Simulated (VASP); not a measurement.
Na5H: relaxation of cell and atoms with PBE

The system is Na5H.

```
Na H
1.0
     5.76522    0.00000    0.00000
    -2.88261    4.99283    0.00000
     0.00000    0.00000    5.10100
Na H
5 1
Direct
  0.00000 0.60751 0.00000
  0.60751 0.00000 0.00000
  0.39249 0.39249 0.00000
  0.66667 0.33333 0.50000
  0.33333 0.66667 0.50000
  0.00000 0.00000 0.50000
```

- Program: VASP 6.6.1
- Task: relaxation of cell and atoms
- Functional: PBE
- Potentials or basis: VASP PAW PBE potentials, release 64 (Na_pv, H)
- Cutoff: 600 eV
- k mesh: 3 × 3 × 4
- Occupations: gaussian, width 0.1 eV
- Spin: no spin polarisation
- Dipole correction: no
- Further INCAR settings: ALGO = Normal; EDIFF = 1e-06; IBRION = 2; EDIFFG = -0.04; NSW = 90; ISIF = 3

```yaml
Relaxed_volume: 31.88 Å³/atom
Relaxed_cell: a = 8.128 Å, b = 8.128 Å, c = 3.342 Å, α = 90.00°, β = 90.00°, γ = 120.00°
Space_group_after_relaxing_to_0.05_Å: P-62m (No. 189)
Energy_gained_by_relaxing: 311.0 meV/atom
Ionic_steps: 27
Pressure_after_relaxing: -0.1 GPa
Largest_force_after_relaxing: 0.019 eV/Å
```

Forces in eV/Å, atoms in the order of the input:
```
Na   0.009 -0.016  0.000
Na  -0.019  0.000  0.000
Na   0.009  0.016  0.000
Na   0.000  0.000  0.000
Na   0.000  0.000  0.000
H    0.000  0.000  0.000
```

Stress tensor (GPa, compression positive):
```
-0.09  0.00  0.00
 0.00 -0.09  0.00
 0.00  0.00 -0.20
```

Step by step:
```tsv
step	energy change (eV)	largest force (eV/Å)	pressure (GPa)	volume (Å³)
1	0.0000	0.8164	4.40	146.83
2	-0.4100	0.6578	2.49	161.58
3	-0.7662	0.3998	0.18	192.54
4	-0.7859	0.3409	-0.26	201.53
5	-0.7864	0.3332	-0.33	202.82
6	-0.8164	0.3240	-0.31	201.00
7	-0.8997	0.2875	-0.26	195.61
8	-1.0219	0.1536	-0.12	185.10
9	-0.7549	0.7900	1.01	165.21
10	-1.0359	0.1024	-0.01	182.03
11	-1.0407	0.0231	0.16	178.11
12	-1.0421	0.0266	0.11	179.50
13	-1.0576	0.0125	-0.02	181.19
14	-1.1013	0.0194	-0.27	185.66
15	-1.2544	0.0034	-0.52	191.53
16	-1.7923	0.0572	-0.19	188.63
17	44.7130	3.9089	47.22	104.86
18	-1.7781	0.2424	-0.01	188.10
19	-1.8173	0.3146	0.26	185.40
20	-1.8275	0.2809	0.20	188.20
21	-1.8275	0.2802	0.19	188.18
22	-1.8381	0.2404	0.14	188.82
23	-1.8588	0.1230	-0.02	190.73
24	-1.8566	0.0709	-0.31	194.57
25	-1.8643	0.0238	-0.18	192.58
26	-1.8643	0.0318	-0.11	192.45
27	-1.8662	0.0186	-0.12	191.25
```

Final structure:
```xyz
6
Lattice="8.1284 0.0000 0.0000 -4.0642 7.0394 0.0000 0.0000 0.0000 3.3424" Properties=species:S:1:pos:R:3 pbc="T T T"
Na   -3.1345    5.4292    0.0000
Na    6.2691    0.0000    0.0000
Na    0.9297    1.6102    0.0000
Na    4.0642    2.3465    1.6712
Na    0.0000    4.6929    1.6712
H     0.0000    0.0000    1.6712
```

Levels at points of the mesh, in eV from the Fermi level:
| k point | band 15 | band 16 | band 17 | band 18 | band 19 | band 20 | band 21 | band 22 |
| --- | --- | --- | --- | --- | --- | --- | --- | --- |
| (0.00, 0.00, 0.00) | -25.06 | -4.77 | -2.31 | -0.39 | -0.39 | -0.24 | 0.00 | 0.00 |
| (0.00, 0.00, 0.50) | -25.07 | -3.19 | 0.07 | 0.91 | 2.41 | 2.41 | 2.44 | 2.48 |

Run time: 5.1 min on 1 thread of Intel(R) Xeon(R) Platinum 8559C (Emerald Rapids), with other jobs on the host, peak memory 0.31 GiB.

Caveat: the k points lie up to 0.47 Å⁻¹ apart in the final cell; the volume moved by over 15 % at a fixed basis, so the end points are rough; the bands computed are all filled at some k points, so no gap is given.
